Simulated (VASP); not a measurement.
# AlPt (P4mm) in VASP: notebook

AlPt is run at these levels: PBEsol; tasks: single point.

Everything below comes from runs of VASP 6.6.1. Logs are shortened: lines on timing, memory, paths and dates and some standing lists are left out, and cuts for length are marked.

## 1. The cell of the first run

Symmetry: P4mm, No. 99, tetragonal system. The conventional cell has a = 3.092 Å, b = 3.092 Å, c = 3.092 Å, α = 90.00°, β = 90.00°, γ = 90.00°. Al (site symmetry 4mm) has 8 Pt at 2.54 to 2.83 Å and 6 Al at 3.09 Å within 3.4 Å. Within 3.4 Å of Pt (site symmetry 4mm) lie 8 Al at 2.54 to 2.83 Å and 6 Pt at 3.09 Å.

## 2. Single point, PBEsol

The input, INCAR:

```
PREC = Accurate ; ENCUT = 520
EDIFF = 1E-6 ; ISMEAR = 0
SIGMA = 0.15 ; LREAL = F
LASPH = T ; NELM = 80
ALGO = Fast ; ISIF = 2
LWAVE = F ; LCHARG = F
GGA = PS ; NBANDS = 14
```

The input, KPOINTS:

```
regular mesh
0
Gamma
  16 16 16
```

The input, POSCAR:

```
AlPt
1.0
    3.0915460000      0.0000000000      0.0000000000
    0.0000000000      3.0915460000      0.0000000000
    0.0000000000      0.0000000000      3.0915460000
Al Pt
1 1
Direct
    0.0808656899      0.0000000000      0.0000000000
    0.5000000000      0.5000000000      0.5000000000
```

Potentials or basis: VASP PAW PBE potentials, release 64 (Al, Pt).

The run is started by

```bash
$ cat potpaw_PBE.64/Al/POTCAR potpaw_PBE.64/Pt/POTCAR > POTCAR
$ mpirun -np 1 vasp_std > vasp.out
```

OUTCAR:

```text
PREC = Accurate
   ENCUT = 520
   EDIFF = 1E-6
   ISMEAR = 0
   LREAL = F
   LASPH = T
   NELM = 80
   ISIF = 2
   GGA = PS

 ion  position               nearest neighbor table
   1  0.081  0.000  0.000-   2 2.54   2 2.54   2 2.54   2 2.54   2 2.83   2 2.83   2 2.83   2 2.83

   2  0.500  0.500  0.500-   1 2.54   1 2.54   1 2.54   1 2.54   1 2.83   1 2.83   1 2.83   1 2.83

  LATTYP: Found a simple cubic cell.
 ALAT       =     3.0915460000

  Lattice vectors:

 A1 = (   3.0915460000,   0.0000000000,   0.0000000000)
 A2 = (   0.0000000000,   3.0915460000,   0.0000000000)
 A3 = (   0.0000000000,   0.0000000000,   3.0915460000)

Analysis of symmetry for initial positions (statically):
=====================================================================
 Subroutine PRICEL returns:
 Original cell was already a primitive cell.

 Routine SETGRP: Setting up the symmetry group for a
 simple cubic supercell.

 Subroutine GETGRP returns: Found  8 space group operations
 (whereof  8 operations were pure point group operations)
 out of a pool of 48 trial point group operations.

The static configuration has the point symmetry C_4v.

Analysis of symmetry for dynamics (positions and initial velocities):
=====================================================================
 Subroutine PRICEL returns:
 Original cell was already a primitive cell.

 Routine SETGRP: Setting up the symmetry group for a
 simple cubic supercell.

 Subroutine GETGRP returns: Found  8 space group operations
 (whereof  8 operations were pure point group operations)
 out of a pool of 48 trial point group operations.

The dynamic configuration has the point symmetry C_4v.

 Subroutine INISYM returns: Found  8 space group operations
 (whereof  8 operations are pure point group operations),
 and found     1 'primitive' translations

----------------------------------------------------------------------------------------

                                     Primitive cell

  volume of cell :      29.5479

  direct lattice vectors                    reciprocal lattice vectors
     3.091546000  0.000000000  0.000000000     0.323462759  0.000000000  0.000000000
     0.000000000  3.091546000  0.000000000     0.000000000  0.323462759  0.000000000
     0.000000000  0.000000000  3.091546000     0.000000000  0.000000000  0.323462759

  length of vectors
     3.091546000  3.091546000  3.091546000     0.323462759  0.323462759  0.323462759

  position of ions in fractional coordinates (direct lattice)
     0.080865690  0.000000000  0.000000000
     0.500000000  0.500000000  0.500000000

  ion indices of the primitive-cell ions
   primitive index   ion index
                 1           1
                 2           2

----------------------------------------------------------------------------------------

 KPOINTS: regular mesh

Automatic generation of k-mesh.
 Grid dimensions read from file:
 generate k-points for:   16   16   16

 Generating k-lattice:

  Cartesian coordinates                     Fractional coordinates (reciprocal lattice)
     0.020216422  0.000000000  0.000000000     0.062500000  0.000000000  0.000000000
     0.000000000  0.020216422  0.000000000     0.000000000  0.062500000  0.000000000
     0.000000000  0.000000000  0.020216422     0.000000000  0.000000000  0.062500000

  Length of vectors
     0.020216422  0.020216422  0.020216422

  Shift w.r.t. Gamma in fractional coordinates (k-lattice)
     0.000000000  0.000000000  0.000000000

 Subroutine IBZKPT returns following result:
 ===========================================

 Found    405 irreducible k-points:

 Following reciprocal coordinates:
            Coordinates               Weight
  0.000000  0.000000  0.000000      1.000000
  0.062500  0.000000  0.000000      2.000000
  0.000000  0.062500  0.000000      4.000000
  0.125000  0.000000  0.000000      2.000000
  0.000000  0.125000  0.000000      4.000000
  0.187500  0.000000  0.000000      2.000000
[... 16 lines left out ...]
  0.187500  0.062500  0.000000      8.000000
  0.000000  0.187500  0.062500      8.000000
 [... further k-points ...]
   k-points           NKPTS =    405   k-points in BZ     NKDIM =    405   number of bands    NBANDS=     14
   number of dos      NEDOS =    301   number of ions     NIONS =      2
   total plane-waves  NPLWV =  13824
   dimension x,y,z NGX =    24 NGY =   24 NGZ =   24
   dimension x,y,z NGXF=    48 NGYF=   48 NGZF=   48
   ions per type =               1   1
   NGX,Y,Z   is equivalent  to a cutoff of  12.91, 12.91, 12.91 a.u.
   NGXF,Y,Z  is equivalent  to a cutoff of  25.81, 25.81, 25.81 a.u.
 SYSTEM =  unknown system
   PREC   = accura    normal or accurate (medium, high low for compatibility)
   ISTART =      0    job   : 0-new  1-cont  2-samecut
   ICHARG =      2    charge: 1-file 2-atom 10-const
   ISPIN  =      1    spin polarized calculation?
   LNONCOLLINEAR =      F non collinear calculations
   LSORBIT =      F    spin-orbit coupling
   LASPH  =      T    aspherical Exc in radial PAW
   ENCUT  =  520.0 eV  38.22 Ry    6.18 a.u.   5.75  5.75  5.75*2*pi/ulx,y,z
   NELM   =     80;   NELMIN=  2; NELMDL= -5     # of ELM steps
   EDIFF  = 0.1E-05   stopping-criterion for ELM
   LREAL  =      F    real-space projection
   EDIFFG = 0.1E-04   stopping-criterion for IOM
   NSW    =      0    number of steps for IOM
   IBRION =     -1    ionic relax: 0-MD 1-quasi-New 2-CG
   NFREE  =      0    steps in history (QN), initial steepest desc. (CG)
   ISIF   =      2    stress and relaxation
   ISYM   =      2    0-nonsym 1-usesym 2-fastsym
   POTIM  = 0.5000    time-step for ionic-motion
   TEBEG  =    0.0;   TEEND  =   0.0 temperature during run
   PSTRESS=    0.0 pullay stress
   NELECT =      13.0000    total number of electrons
   NUPDOWN=      -1.0000    fix difference up-down
   EMIN   =  10.00;   EMAX   =-10.00  energy-range for DOS
   EFERMI =   0.00;   METHOD = LEGACY
   ISMEAR =     0;   SIGMA  =   0.15  broadening in eV -4-tet -1-fermi 0-gaus
   EFERMI_NEDOS =   21; number of points for ismear=-14 and -15
   IALGO  =     68    algorithm
   IMIX   =      4    mixing-type and parameters
     AMIX     =   0.40;   BMIX     =  1.00
     AMIX_MAG =   1.60;   BMIX_MAG =  1.00
  volume/ion in A,a.u.               =      14.77        99.70
  Fermi-wavevector in a.u.,A,eV,Ry     =   1.245127  2.352948 21.093665  1.550341
  Thomas-Fermi vector in A             =   2.379363
   LORBIT       =      0    0 simple, 1 ext, 2 COOP (PROOUT), +10 PAW based schemes
   GGA     = PS    functional components
   LHFCALC =     F    Hartree Fock is set to
   AEXX    =    0.0000 exact exchange contribution
   IVDW    =     0    specifies the selected vdW correction
   LEPSILON=     F    determine dielectric tensor
   LRPA    =     F    only Hartree local field effects (RPA)
 non-spin polarized calculation
 RMM-DIIS sequential band-by-band and
 Gauss-broadening in eV      SIGMA  =   0.15
  energy-cutoff  :      520.00
  volume of cell :       29.55
 maximum number of plane-waves:       840
 NGX is ok and might be reduce to    24
   NGX = 11   NGY = 11   NGZ = 11

 number of electron      12.9999997 magnetization

 Free energy of the ion-electron system (eV)
  ---------------------------------------------------
  ext. energy  EPLUGINS =         0.00000000
  ---------------------------------------------------
  free energy    TOTEN  =       -12.80713217 eV

  energy without entropy =      -12.80030538  energy(sigma->0) =      -12.80371877

 E-fermi :  10.6074     XC(G=0): -12.1817

 val. band max:       10.5944790531   @ k =   0.3750   0.3750   0.1250
 cond. band min:      10.6131811638   @ k =   0.1250   0.0625   0.3125
 fundamental gap:      0.0187021108
 Fermi energy:        10.6074308849

 k-point     1 :       0.0000    0.0000    0.0000
  band No.  band energies     occupation
      1      -0.9287      2.00000
      2       4.9516      2.00000
      3       4.9993      2.00000
      4       7.8908      2.00000
      5       7.9701      2.00000
      6       7.9701      2.00000
      7      14.5388      0.00000
      8      14.5388      0.00000
      9      14.6291      0.00000
     10      19.5210      0.00000
     11      19.8124      0.00000
     12      20.1529      0.00000
     13      27.3941      0.00000
     14      27.3942      0.00000

 k-point     2 :       0.0625    0.0000    0.0000
  band No.  band energies     occupation
      1      -0.8583      2.00000
      2       4.9711      2.00000
      3       5.0261      2.00000
      4       7.8978      2.00000
      5       7.9009      2.00000
      6       7.9009      2.00000
      7      14.1538      0.00000
      8      14.6663      0.00000
      9      14.6663      0.00000
     10      19.6769      0.00000
     11      19.8692      0.00000
     12      20.4180      0.00000
     13      27.1873      0.00000
     14      27.1875      0.00000

 k-point     3 :       0.0000    0.0625    0.0000
  band No.  band energies     occupation
      1      -0.8567      2.00000
      2       4.9763      2.00000
      3       5.0217      2.00000
      4       7.8147      2.00000
      5       7.9019      2.00000
      6       7.9811      2.00000
      7      14.0071      0.00000
      8      14.6714      0.00000
      9      14.8526      0.00000
     10      19.4377      0.00000
     11      19.8694      0.00000
     12      20.6104      0.00000
     13      27.2401      0.00000
     14      27.3280      0.00000

 k-point     4 :       0.1250    0.0000    0.0000
  band No.  band energies     occupation
      1      -0.6492      2.00000
      2       5.0272      2.00000
      3       5.0941      2.00000
      4       7.7144      2.00000
      5       7.7144      2.00000
      6       7.9176      2.00000
      7      13.1332      0.00000
      8      15.0274      0.00000
      9      15.0274      0.00000
     10      19.3086      0.00000
     11      20.0786      0.00000
     12      21.6424      0.00000
     13      26.5490      0.00000
     14      26.5490      0.00000

 k-point     5 :       0.0000    0.1250    0.0000
  band No.  band energies     occupation
      1      -0.6430      2.00000
      2       5.0392      2.00000
      3       5.0852      2.00000
      4       7.6195      2.00000
      5       7.7182      2.00000
      6       8.0021      2.00000
      7      13.0162      0.00000
      8      15.0471      0.00000
      9      15.2348      0.00000
     10      19.1208      0.00000
     11      19.8980      0.00000
[... 276 lines left out ...]
 k-point    22 :       0.0625    0.0000    0.1250
  band No.  band energies     occupation
      1      -0.5734      2.00000
      2       5.0567      2.00000
      3       5.1173      2.00000
      4       7.6237      2.00000
      5       7.6377      2.00000
      6       7.9396      2.00000
      7      13.1124      0.00000
      8      14.7395      0.00000
      9      15.1713      0.00000
     10      19.3575      0.00000
     11      20.1656      0.00000
     12      21.9217      0.00000
     13      26.4005      0.00000
     14      26.8786      0.00000

 k-point    23 :       0.1875    0.0625    0.0000
  band No.  band energies     occupation
      1      -0.2383      2.00000
      2       5.1344      2.00000
      3       5.1950      2.00000
      4       7.3743      2.00000
      5       7.4644      2.00000
      6       7.8848      2.00000
      7      12.1320      0.00000
      8      15.0680      0.00000
      9      15.6992      0.00000
     10      18.9533      0.00000
     11      20.6035      0.00000
     12      23.2027      0.00000
     13      25.3549      0.00000
     14      25.5934      0.00000

 k-point    24 :       0.0000    0.1875    0.0625
  band No.  band energies     occupation
      1      -0.2240      2.00000
      2       5.1518      2.00000
      3       5.1843      2.00000
      4       7.2667      2.00000
      5       7.4757      2.00000
      6       7.9683      2.00000
      7      12.0471      0.00000
      8      15.0354      0.00000
      9      15.9801      0.00000
     10      18.7200      0.00000
     11      20.4317      0.00000
     12      23.5158      0.00000
     13      25.3830      0.00000
     14      25.9238      0.00000

 [... further k-points ...]

------------------------ aborting loop because EDIFF is reached ----------------------------------------

  FORCE on cell =-STRESS in cart. coord.  units (eV):
  Direction    XX          YY          ZZ          XY          YZ          ZX
  --------------------------------------------------------------------------------------
  -------------------------------------------------------------------------------------
  Total       -0.6617179     -0.2266843     -0.2266843      0.0000000      0.0000000     -0.0000000
  in kB      -35.8803229    -12.2915022    -12.2915022      0.0000000      0.0000000     -0.0000000
  external PRESSURE =     -20.1544424 kB  Pullay stress =       0.0000000 kB

 VOLUME and BASIS-vectors are now :
 -----------------------------------------------------------------------------
  energy-cutoff  :      520.00
  volume of cell :       29.55
      direct lattice vectors                 reciprocal lattice vectors
     3.091546000  0.000000000  0.000000000     0.323462759  0.000000000  0.000000000
     0.000000000  3.091546000  0.000000000     0.000000000  0.323462759  0.000000000
     0.000000000  0.000000000  3.091546000     0.000000000  0.000000000  0.323462759

 POSITION                                       TOTAL-FORCE (eV/Angst)
 -----------------------------------------------------------------------------------
      0.25000      0.00000      0.00000        -0.952575     -0.000000      0.000000
      1.54577      1.54577      1.54577         0.952575      0.000000     -0.000000
 -----------------------------------------------------------------------------------
    total drift:                                0.001719     -0.000000      0.000000

  FREE ENERGIE OF THE ION-ELECTRON SYSTEM (eV)
  ---------------------------------------------------
  free  energy   TOTEN  =       -12.8071321667 eV

  energy  without entropy=      -12.8003053760  energy(sigma->0) =      -12.80371877
```

It took 55 s on 1 thread of AMD EPYC 9R45 (Zen 5), shared host; peak memory 0.25 GiB.

Results:

```yaml
Free_energy: -12.8071 eV
Pressure: -2.0 GPa
Largest_force: 0.953 eV/Å
Band_gap_on_the_k_mesh: zero (an odd number of electrons rules out a gap without spin polarisation)
```

Forces in eV/Å, atoms in the order of the input:
```
Al  -0.953  0.000  0.000
Pt   0.953  0.000  0.000
```

Caveat: the cell differs from its parent crystal (all Al atoms moved -0.250 Å, as atom 1 towards its neighbour atom 1 (Al) at 3.092 Å); the PAW data sets were made with another functional, which shifts forces and pressure a little; spin-orbit coupling is left out, which moves the levels of the heavy elements.

## 3. Single point, PBEsol

The input, INCAR:

```
ALGO = Fast
EDIFF = 1E-6
ENCUT = 520
GGA = PS
ISIF = 2
ISMEAR = 0
LASPH = True
LCHARG = True
LELF = True
LREAL = False
LVHAR = True
LWAVE = False
NBANDS = 14
NELM = 100
PREC = Accurate
SIGMA = 0.15
```

The input, KPOINTS:

```
k-points
0
Gamma
  16 16 16
```

Edit POSCAR of step 2 so:

```diff
@@ -8,3 +8,3 @@
 Direct
-    0.0808656899      0.0000000000      0.0000000000
+   -0.1415149572      0.0000000000      0.0000000000
     0.5000000000      0.5000000000      0.5000000000
```

Potentials or basis: VASP PAW PBE potentials, release 64 (Al, Pt).

The run is started by

```bash
$ cat potpaw_PBE.64/Al/POTCAR potpaw_PBE.64/Pt/POTCAR > POTCAR
$ mpirun -np 1 vasp_std > vasp.out
```

OUTCAR:

```text
EDIFF = 1E-6
   ENCUT = 520
   GGA = PS
   ISIF = 2
   ISMEAR = 0
   LASPH = True
   LREAL = False
   NELM = 100
   PREC = Accurate

 ion  position               nearest neighbor table
   1  0.858  0.000  0.000-   2 2.45   2 2.45   2 2.45   2 2.45   2 2.95   2 2.95   2 2.95   2 2.95

   2  0.500  0.500  0.500-   1 2.45   1 2.45   1 2.45   1 2.45   1 2.95   1 2.95   1 2.95   1 2.95

  LATTYP: Found a simple cubic cell.
 ALAT       =     3.0915460000

  Lattice vectors:

[... 597 lines left out ...]
------------------------ aborting loop because EDIFF is reached ----------------------------------------

  FORCE on cell =-STRESS in cart. coord.  units (eV):
  Direction    XX          YY          ZZ          XY          YZ          ZX
  --------------------------------------------------------------------------------------
  -------------------------------------------------------------------------------------
  Total        0.0334220      1.5059102      1.5059102      0.0000000      0.0000000      0.0000000
  in kB        1.8122387     81.6549488     81.6549488      0.0000000      0.0000000      0.0000000
  external PRESSURE =      55.0407121 kB  Pullay stress =       0.0000000 kB

 VOLUME and BASIS-vectors are now :
 -----------------------------------------------------------------------------
  energy-cutoff  :      520.00
  volume of cell :       29.55
      direct lattice vectors                 reciprocal lattice vectors
     3.091546000  0.000000000  0.000000000     0.323462759  0.000000000  0.000000000
     0.000000000  3.091546000  0.000000000     0.000000000  0.323462759  0.000000000
     0.000000000  0.000000000  3.091546000     0.000000000  0.000000000  0.323462759

 POSITION                                       TOTAL-FORCE (eV/Angst)
 -----------------------------------------------------------------------------------
      2.65405      0.00000      0.00000         1.777331      0.000000     -0.000000
      1.54577      1.54577      1.54577        -1.777331     -0.000000      0.000000
 -----------------------------------------------------------------------------------
    total drift:                               -0.002807     -0.000000      0.000000

  FREE ENERGIE OF THE ION-ELECTRON SYSTEM (eV)
  ---------------------------------------------------
  free  energy   TOTEN  =       -12.5530242312 eV

  energy  without entropy=      -12.5455151049  energy(sigma->0) =      -12.54926967
```

OSZICAR:

```text
N       E                     dE             d eps       ncg     rms          rms(c)
DAV:   1     0.444910225484E+02    0.44491E+02   -0.56305E+03 11380   0.782E+02
DAV:   2    -0.120158217153E+02   -0.56507E+02   -0.51831E+02 14028   0.166E+02
DAV:   3    -0.131737624789E+02   -0.11579E+01   -0.11535E+01 14094   0.224E+01
DAV:   4    -0.131801351422E+02   -0.63727E-02   -0.63723E-02 13740   0.203E+00
DAV:   5    -0.131802100868E+02   -0.74945E-04   -0.74943E-04 14400   0.225E-01    0.108E+01
RMM:   6    -0.126380702017E+02    0.54214E+00   -0.10218E+00 11350   0.668E+00    0.400E+00
RMM:   7    -0.125739172407E+02    0.64153E-01   -0.61533E-02 11611   0.163E+00    0.223E+00
RMM:   8    -0.125537282130E+02    0.20189E-01   -0.23967E-02 11940   0.103E+00    0.384E-01
RMM:   9    -0.125530517616E+02    0.67645E-03   -0.24200E-03 12557   0.363E-01    0.102E-01
RMM:  10    -0.125530282408E+02    0.23521E-04   -0.34102E-04 12788   0.133E-01    0.603E-02
RMM:  11    -0.125530285791E+02   -0.33827E-06   -0.61059E-05 12610   0.573E-02    0.180E-02
RMM:  12    -0.125530238403E+02    0.47388E-05   -0.20156E-05 12651   0.291E-02    0.107E-02
RMM:  13    -0.125530242312E+02   -0.39083E-06   -0.40954E-06 12142   0.123E-02
   1 F= -.12553024E+02 E0= -.12549270E+02  d E =-.750913E-02
```

It took 67 s on 1 thread of AMD EPYC 9R45 (Zen 5), shared host; peak memory 0.25 GiB.

Results:

```yaml
Free_energy: -12.5530 eV
Pressure: 5.5 GPa
Largest_force: 1.777 eV/Å
Band_gap_on_the_k_mesh: zero (an odd number of electrons rules out a gap without spin polarisation)
```

Forces on the atoms (eV/Å):
```
Al   1.777  0.000  0.000
Pt  -1.777  0.000  0.000
```

Stress tensor (GPa, compression positive):
```
0.18 0.00 0.00
0.00 8.17 0.00
0.00 0.00 8.17
```

Levels at points of the mesh, in eV from the Fermi level:
| k point | band 5 | band 6 | band 7 | band 8 | band 9 | band 10 |
| --- | --- | --- | --- | --- | --- | --- |
| (0.00, 0.00, 0.00) | -2.68 | -2.68 | 4.05 | 4.05 | 4.30 | 8.37 |
| (0.50, 0.00, 0.00) | -4.01 | -2.76 | -0.81 | 6.72 | 8.01 | 8.01 |
| (0.00, 0.50, 0.00) | -3.94 | -2.52 | -1.08 | 6.12 | 8.61 | 8.93 |
| (0.50, 0.50, 0.00) | -3.13 | -2.59 | -1.49 | 1.01 | 3.18 | 8.93 |
| (0.00, 0.50, 0.50) | -2.50 | -2.50 | -1.52 | 0.66 | 3.09 | 9.93 |
| (0.50, 0.50, 0.50) | -1.39 | 0.61 | 1.42 | 1.42 | 1.98 | 4.66 |

Caveat: the cell differs from its parent crystal (all Al atoms moved +0.438 Å, as atom 1 towards its neighbour atom 1 (Al) at 3.092 Å); the stress differs along the axes, from 0 to 8 GPa; the PAW data sets were made with another functional, which shifts forces and pressure a little; spin-orbit coupling is left out, which moves the levels of the heavy elements.

(Continued in part 2 of 2.)
